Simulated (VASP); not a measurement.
The system is SiTe4H.

```
CELL_PARAMETERS angstrom
7.48309 0.00000 0.00000
0.00000 7.48309 0.00000
0.00000 0.00000 3.13010
ATOMIC_POSITIONS crystal
Si 0.00000 0.00000 0.00000
Te 0.19298 0.50000 0.50000
Te 0.80702 0.50000 0.50000
Te 0.50000 0.80702 0.50000
Te 0.50000 0.19298 0.50000
H 0.50000 0.50000 0.50000
```

- Program: VASP 6.6.1
- Task: relaxation of cell and atoms
- Functional: PBE
- Potentials or basis: VASP PAW PBE potentials, release 64 (Si, Te, H)
- Cutoff: 600 eV
- k mesh: 2 × 2 × 6
- Occupations: gaussian, width 0.1 eV
- Spin: no spin polarisation

At the start: pressure 0.3 GPa; volume 29.21 Å³/atom.

**Question.** How do energy, volume and symmetry change on relaxing?

**Answer.** Over 8 steps the energy falls by 11.8 meV/atom and the volume is 29.78 Å³/atom (+1.9 %); space group P4/mmm (No. 123, to 0.05 Å).

Step by step:
```
step  energy change (eV)  largest force (eV/Å)  pressure (GPa)  volume (Å³)
   1              0.0000                0.3136            0.33       175.28
   2             -0.0537                0.2658            0.10       176.75
   3             -0.0603                0.2192            0.08       177.24
   4             -0.0600                0.1188            0.03       178.19
   5             -0.0619                0.1653            0.05       177.76
   6             -0.0619                0.1749            0.05       177.67
   7             -0.0687                0.0675            0.00       178.17
   8             -0.0711                0.0130           -0.01       178.69
```

Final structure:
```cif
data_structure
_symmetry_space_group_name_H-M 'P 1'
_symmetry_Int_Tables_number 1
_cell_length_a 7.6143
_cell_length_b 7.6143
_cell_length_c 3.0821
_cell_angle_alpha 90.000
_cell_angle_beta 90.000
_cell_angle_gamma 90.000
_cell_volume 178.69
loop_
_atom_site_label
_atom_site_type_symbol
_atom_site_fract_x
_atom_site_fract_y
_atom_site_fract_z
_atom_site_occupancy
Si1 Si 0.00000 0.00000 0.00000 1
Te1 Te 0.18659 0.50000 0.50000 1
Te2 Te 0.81341 0.50000 0.50000 1
Te3 Te 0.50000 0.81341 0.50000 1
Te4 Te 0.50000 0.18659 0.50000 1
H1 H 0.50000 0.50000 0.50000 1
```

Caveat: the k points lie up to 0.41 Å⁻¹ apart in the final cell.
